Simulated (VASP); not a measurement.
# SrAg2B2 (I4/mmm) in VASP: single point with r2SCAN

Aim: the single point of SrAg2B2 with r2SCAN.

All numbers are computed with VASP 6.6.1; they aren't measurements. Logs are shortened: lines on timing, memory, paths and dates and some standing lists are left out, and cuts for length are marked.

**1. The cell of the first run**

It takes space group I4/mmm (No. 139, tetragonal). Conventional cell: a = 4.118 Å, b = 4.118 Å, c = 9.853 Å, α = 90.00°, β = 90.00°, γ = 90.00°. Within 2.9 Å of B (site symmetry 4mm) lie 1 B at 2.19 Å and 4 Ag at 2.47 Å. Within 3.3 Å of Ag (site symmetry -4m2) lie 4 B at 2.47 Å and 4 Ag at 2.91 Å and 4 Sr at 3.21 Å. Within 4.2 Å of Sr (site symmetry 4/mmm) lie 10 B at 3.11 to 3.83 Å and 8 Ag at 3.21 Å and 4 Sr at 4.12 Å.

**2. Single point, r2SCAN**

POSCAR

```
SrAg2B2
1.0
    0.0000000000      4.1180100000      0.0000000000
    4.1180100000      0.0000000000      0.0000000000
    2.0590050000      2.0590050000     -4.9265690000
B Ag Sr
2 2 1
Direct
    0.3890000000      0.3890000000      0.2220000000
    0.6110000000      0.6110000000      0.7780000000
    0.7500000000      0.2500000000      0.5000000000
    0.2500000000      0.7500000000      0.5000000000
    0.0000000000      0.0000000000      0.0000000000
```

INCAR.step1

```
ALGO = Normal
EDIFF = 1E-4
ENCUT = 520
GGA = PE
ISMEAR = -1
LASPH = T
LCHARG = F
LREAL = F
LWAVE = T
NBANDS = 27
NELM = 100
PREC = Accurate
SIGMA = 0.1
```

INCAR.step2

```
ALGO = Normal
EDIFF = 1E-7
ENCUT = 520
ISIF = 2
ISMEAR = -1
ISTART = 1
LASPH = T
LCHARG = F
LMIXTAU = T
LREAL = F
LWAVE = F
METAGGA = R2SCAN
NBANDS = 27
NELM = 100
PREC = Accurate
SIGMA = 0.1
```

KPOINTS

```
k-points
0
Gamma
  9 9 9
```

Potentials or basis: VASP PAW PBE potentials, release 64 (B, Ag, Sr_sv).

The run is started by

```console
> cat potpaw_PBE.64/B/POTCAR potpaw_PBE.64/Ag/POTCAR potpaw_PBE.64/Sr_sv/POTCAR > POTCAR
> cp INCAR.step1 INCAR
> mpirun -np 1 vasp_std > vasp.out
> cp INCAR.step2 INCAR
> mpirun -np 1 vasp_std > vasp.out
```

OUTCAR:

```text
EDIFF = 1E-7
   ENCUT = 520
   ISIF = 2
   ISMEAR = -1
   ISTART = 1
   LASPH = T
   LREAL = F
   METAGGA = R2SCAN
   NELM = 100
   PREC = Accurate

 ion  position               nearest neighbor table
   1  0.389  0.389  0.222-   3 2.47   4 2.47   4 2.47   3 2.47   5 3.11   5 3.11   5 3.11   5 3.11

   2  0.611  0.611  0.778-   3 2.47   4 2.47   4 2.47   3 2.47   5 3.11   5 3.11   5 3.11   5 3.11

   3  0.750  0.250  0.500-   1 2.47   2 2.47   1 2.47   2 2.47   4 2.91   4 2.91   4 2.91   4 2.91
                             5 3.21   5 3.21   5 3.21   5 3.21
   4  0.250  0.750  0.500-   1 2.47   2 2.47   1 2.47   2 2.47   3 2.91   3 2.91   3 2.91   3 2.91
                             5 3.21   5 3.21   5 3.21   5 3.21
   5  0.000  0.000  0.000-   2 3.11   1 3.11   2 3.11   1 3.11   1 3.11   2 3.11   2 3.11   1 3.11
                             4 3.21   3 3.21   4 3.21   3 3.21   3 3.21   4 3.21   4 3.21   3 3.21

  LATTYP: Found a body centered tetragonal cell.
 ALAT       =     4.1180100000
 C/A-ratio  =     2.3926940440

  Lattice vectors:

 A1 = (  -2.0590050000,   2.0590050000,   4.9265690000)
 A2 = (   2.0590050000,  -2.0590050000,   4.9265690000)
 A3 = (   2.0590050000,   2.0590050000,  -4.9265690000)

Analysis of symmetry for initial positions (statically):
=====================================================================
 Subroutine PRICEL returns:
 Original cell was already a primitive cell.

 Routine SETGRP: Setting up the symmetry group for a
 body centered tetragonal supercell.

 Subroutine GETGRP returns: Found 16 space group operations
 (whereof 16 operations were pure point group operations)
 out of a pool of 16 trial point group operations.

The static configuration has the point symmetry D_4h.

Analysis of symmetry for dynamics (positions and initial velocities):
=====================================================================
 Subroutine PRICEL returns:
 Original cell was already a primitive cell.

 Routine SETGRP: Setting up the symmetry group for a
 body centered tetragonal supercell.

 Subroutine GETGRP returns: Found 16 space group operations
 (whereof 16 operations were pure point group operations)
 out of a pool of 16 trial point group operations.

The dynamic configuration has the point symmetry D_4h.

 Subroutine INISYM returns: Found 16 space group operations
 (whereof 16 operations are pure point group operations),
 and found     1 'primitive' translations

----------------------------------------------------------------------------------------

                                     Primitive cell

  volume of cell :      83.5448

  direct lattice vectors                    reciprocal lattice vectors
     0.000000000  4.118010000  0.000000000     0.000000000  0.242835739  0.101490510
     4.118010000  0.000000000  0.000000000     0.242835739  0.000000000  0.101490510
     2.059005000  2.059005000 -4.926569000     0.000000000  0.000000000 -0.202981020

  length of vectors
     4.118010000  4.118010000  5.722769023     0.263191032  0.263191032  0.202981020

  position of ions in fractional coordinates (direct lattice)
     0.389000000  0.389000000  0.222000000
     0.611000000  0.611000000  0.778000000
     0.750000000  0.250000000  0.500000000
     0.250000000  0.750000000  0.500000000
     0.000000000  0.000000000  0.000000000

  ion indices of the primitive-cell ions
   primitive index   ion index
                 1           1
                 2           2
                 3           3
                 4           4
                 5           5

----------------------------------------------------------------------------------------

 KPOINTS: k-points

Automatic generation of k-mesh.
 Grid dimensions read from file:
 generate k-points for:    9    9    9

 Generating k-lattice:

  Cartesian coordinates                     Fractional coordinates (reciprocal lattice)
     0.000000000  0.026981749  0.011276723     0.111111111  0.000000000  0.000000000
     0.026981749  0.000000000  0.011276723     0.000000000  0.111111111  0.000000000
     0.000000000  0.000000000 -0.022553447     0.000000000  0.000000000  0.111111111

  Length of vectors
     0.029243448  0.029243448  0.022553447

  Shift w.r.t. Gamma in fractional coordinates (k-lattice)
     0.000000000  0.000000000  0.000000000

 Subroutine IBZKPT returns following result:
 ===========================================

 Found     75 irreducible k-points:

 Following reciprocal coordinates:
            Coordinates               Weight
  0.000000  0.000000  0.000000      1.000000
  0.111111  0.000000 -0.000000      8.000000
  0.222222  0.000000 -0.000000      8.000000
  0.333333  0.000000 -0.000000      8.000000
  0.444444  0.000000 -0.000000      8.000000
  0.111111  0.111111 -0.000000      8.000000
[... 16 lines left out ...]
 -0.333333  0.333333  0.000000      4.000000
  0.444444  0.444444 -0.000000      8.000000
 [... further k-points ...]
   k-points           NKPTS =     75   k-points in BZ     NKDIM =     75   number of bands    NBANDS=     27
   number of dos      NEDOS =    301   number of ions     NIONS =      5
   total plane-waves  NPLWV =  49152
   dimension x,y,z NGX =    32 NGY =   32 NGZ =   48
   dimension x,y,z NGXF=    64 NGYF=   64 NGZF=   96
   ions per type =               2   2   1
   NGX,Y,Z   is equivalent  to a cutoff of  12.92, 12.92, 13.94 a.u.
   NGXF,Y,Z  is equivalent  to a cutoff of  25.84, 25.84, 27.89 a.u.
 SYSTEM =  unknown system
   PREC   = accura    normal or accurate (medium, high low for compatibility)
   ISTART =      1    job   : 0-new  1-cont  2-samecut
   ICHARG =      0    charge: 1-file 2-atom 10-const
   ISPIN  =      1    spin polarized calculation?
   LNONCOLLINEAR =      F non collinear calculations
   LSORBIT =      F    spin-orbit coupling
   LASPH  =      T    aspherical Exc in radial PAW
   ENCUT  =  520.0 eV  38.22 Ry    6.18 a.u.   7.66  7.66 10.64*2*pi/ulx,y,z
   NELM   =    100;   NELMIN=  2; NELMDL=  0     # of ELM steps
   EDIFF  = 0.1E-06   stopping-criterion for ELM
   LREAL  =      F    real-space projection
   EDIFFG = 0.1E-05   stopping-criterion for IOM
   NSW    =      0    number of steps for IOM
   IBRION =     -1    ionic relax: 0-MD 1-quasi-New 2-CG
   NFREE  =      0    steps in history (QN), initial steepest desc. (CG)
   ISIF   =      2    stress and relaxation
   ISYM   =      2    0-nonsym 1-usesym 2-fastsym
   POTIM  = 0.5000    time-step for ionic-motion
   TEBEG  =    0.0;   TEEND  =   0.0 temperature during run
   PSTRESS=    0.0 pullay stress
   NELECT =      38.0000    total number of electrons
   NUPDOWN=      -1.0000    fix difference up-down
   EMIN   =  10.00;   EMAX   =-10.00  energy-range for DOS
   EFERMI =   0.00;   METHOD = LEGACY
   ISMEAR =    -1;   SIGMA  =   0.10  broadening in eV -4-tet -1-fermi 0-gaus
   EFERMI_NEDOS =   21; number of points for ismear=-14 and -15
   IALGO  =     38    algorithm
   IMIX   =      4    mixing-type and parameters
     AMIX     =   0.40;   BMIX     =  1.00
     AMIX_MAG =   1.60;   BMIX_MAG =  1.00
  volume/ion in A,a.u.               =      16.71       112.76
  Fermi-wavevector in a.u.,A,eV,Ry     =   1.259011  2.379186 21.566718  1.585109
  Thomas-Fermi vector in A             =   2.392592
   LORBIT       =      0    0 simple, 1 ext, 2 COOP (PROOUT), +10 PAW based schemes
   METAGGA = R2SCAN    functional components
   LHFCALC =     F    Hartree Fock is set to
   AEXX    =    0.0000 exact exchange contribution
   IVDW    =     0    specifies the selected vdW correction
   LEPSILON=     F    determine dielectric tensor
   LRPA    =     F    only Hartree local field effects (RPA)
 non-spin polarized calculation
  energy-cutoff  :      520.00
  volume of cell :       83.54
 maximum number of plane-waves:      2267
   NGX = 15   NGY = 15   NGZ = 21

 number of electron      37.9999993 magnetization

 Free energy of the ion-electron system (eV)
  ---------------------------------------------------
  ext. energy  EPLUGINS =         0.00000000
  ---------------------------------------------------
  free energy    TOTEN  =       -70.17611976 eV

  energy without entropy =      -70.07948791  energy(sigma->0) =      -70.12780383

 E-fermi :   5.4566     XC(G=0): -11.5882

 val. band max:        5.4480486931   @ k =   0.4444   0.3333   0.1111
 cond. band min:       5.4570257530   @ k =  -0.1111  -0.1111   0.2222
 fundamental gap:      0.0089770599
 Fermi energy:         5.4566057180

 k-point     1 :       0.0000    0.0000    0.0000
  band No.  band energies     occupation
      1     -30.4154      2.00000
      2     -12.0197      2.00000
      3     -11.8086      2.00000
      4     -11.8086      2.00000
      5      -3.9836      2.00000
      6      -2.0430      2.00000
[... 19 lines left out ...]
     26      11.5790      0.00000
     27      11.6869      0.00000

 k-point     2 :       0.1111    0.0000   -0.0000
  band No.  band energies     occupation
      1     -30.4143      2.00000
      2     -12.0191      2.00000
      3     -11.8354      2.00000
      4     -11.8052      2.00000
      5      -3.8558      2.00000
      6      -2.0098      2.00000
[... 19 lines left out ...]
     26      11.8732      0.00000
     27      11.8828      0.00000

 k-point     3 :       0.2222    0.0000   -0.0000
  band No.  band energies     occupation
      1     -30.4114      2.00000
      2     -12.0174      2.00000
      3     -11.9014      2.00000
      4     -11.7966      2.00000
      5      -3.5109      2.00000
      6      -1.9257      2.00000
[... 594 lines left out ...]
      1     -30.4014      2.00000
      2     -11.9939      2.00000
      3     -11.9515      2.00000
      4     -11.9239      2.00000
      5      -2.8738      2.00000
      6      -1.5368      2.00000
[... 19 lines left out ...]
     26      11.9755      0.00000
     27      12.5083      0.00000

 k-point    24 :       0.4444    0.4444   -0.0000
  band No.  band energies     occupation
      1     -30.3973      2.00000
      2     -11.9879      2.00000
      3     -11.9744      2.00000
      4     -11.9596      2.00000
      5      -2.7862      2.00000
      6      -1.5629      2.00000
[... 19 lines left out ...]
     26      12.9068      0.00000
     27      13.0916      0.00000

 [... further k-points ...]

------------------------ aborting loop because EDIFF is reached ----------------------------------------

  FORCE on cell =-STRESS in cart. coord.  units (eV):
  Direction    XX          YY          ZZ          XY          YZ          ZX
  --------------------------------------------------------------------------------------
  -------------------------------------------------------------------------------------
  Total       -0.8829201     -0.8829201     -4.4564940      0.0000000      0.0000000      0.0000000
  in kB      -16.9321697    -16.9321697    -85.4642619      0.0000000      0.0000000      0.0000000
  external PRESSURE =     -39.7762004 kB  Pullay stress =       0.0000000 kB

 VOLUME and BASIS-vectors are now :
 -----------------------------------------------------------------------------
  energy-cutoff  :      520.00
  volume of cell :       83.54
      direct lattice vectors                 reciprocal lattice vectors
     0.000000000  4.118010000  0.000000000     0.000000000  0.242835739  0.101490510
     4.118010000  0.000000000  0.000000000     0.242835739  0.000000000  0.101490510
     2.059005000  2.059005000 -4.926569000     0.000000000  0.000000000 -0.202981020

 POSITION                                       TOTAL-FORCE (eV/Angst)
 -----------------------------------------------------------------------------------
      2.05901      2.05901     -1.09370        -0.000000     -0.000000      1.271546
      4.11801      4.11801     -3.83287         0.000000      0.000000     -1.271546
      2.05900      4.11801     -2.46328        -0.000000     -0.000000      0.000000
      4.11801      2.05900     -2.46328         0.000000      0.000000      0.000000
      0.00000      0.00000      0.00000         0.000000      0.000000      0.000000
 -----------------------------------------------------------------------------------
    total drift:                               -0.000000     -0.000000     -0.000000

  FREE ENERGIE OF THE ION-ELECTRON SYSTEM (eV)
  ---------------------------------------------------
  free  energy   TOTEN  =       -70.1761197610 eV

  energy  without entropy=      -70.0794879086  energy(sigma->0) =      -70.12780383
```

Run time: 9.3 min. Hardware: 1 thread of Intel Xeon Platinum 8259CL at 2.50GHz (Skylake/Cascade Lake), shared host; peak memory 0.34 GiB.

Results:

- Free energy: -70.1761 eV
- Pressure: -4.0 GPa
- Largest force: 1.272 eV/Å
- Band gap on the k mesh: zero (bands 19 and 20 overlap by 1.91 eV)

Forces on the atoms (eV/Å):
```
B    0.000  0.000  1.272
B    0.000  0.000 -1.272
Ag   0.000  0.000  0.000
Ag   0.000  0.000  0.000
Sr   0.000  0.000  0.000
```

Levels at points of the mesh, in eV from the Fermi level:
| k point | band 17 | band 18 | band 19 | band 20 | band 21 | band 22 |
| --- | --- | --- | --- | --- | --- | --- |
| (0.00, 0.00, 0.00) | -2.65 | -0.21 | -0.21 | 1.65 | 1.65 | 1.88 |

Caveat: the stress differs along the axes, from -9 to -2 GPa; the PAW data sets were made with another functional, which shifts forces and pressure a little.
